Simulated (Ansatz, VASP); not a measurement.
**Two plane-wave programs on ZnO2**

```xyz
12
Lattice="4.9944 0.0000 0.0000 0.0000 4.9944 0.0000 0.0000 0.0000 4.9944" Properties=species:S:1:pos:R:3 pbc="T T T"
Zn    0.0000    2.4972    2.4972
Zn    2.4972    2.4972    0.0000
Zn    2.4972    0.0000    2.4972
Zn    0.0000    0.0000    0.0000
O     2.0600    0.4372    4.5572
O     0.4372    4.5572    2.0600
O     4.5572    2.0600    0.4372
O     2.9344    2.9344    2.9344
O     2.0600    2.0600    2.0600
O     0.4372    2.9344    4.5572
O     4.5572    0.4372    2.9344
O     2.9344    4.5572    0.4372
```

Alike in both runs: task single point; functional PBEsol; k mesh 6 × 6 × 6; occupations gaussian, width 0.05 eV; no spin polarisation.

|  | VASP | Ansatz |
| --- | --- | --- |
| version | VASP 6.6.1 | Ansatz 0.2.0 |
| potentials or method | VASP PAW PBE potentials, release 64 (Zn, O), cutoff 520 eV | scalar-relativistic, plane waves, PAW |
| valence electrons in the cell | 96 | 96 |

```tsv
	VASP	Ansatz	Ansatz less VASP
gap on the k mesh at the Fermi level (eV)	1.96	1.98	+0.028
least direct gap on the mesh (eV)	2.09	2.12	+0.030
pressure (GPa)	-10.2	-11.0	-0.85
rms of the force components (eV/Å)	0.165	0.228	+0.0630
```

VASP's potentials were made for PBE, not for PBEsol. Atom by atom the forces differ by 0.063 eV/Å (rms over components).
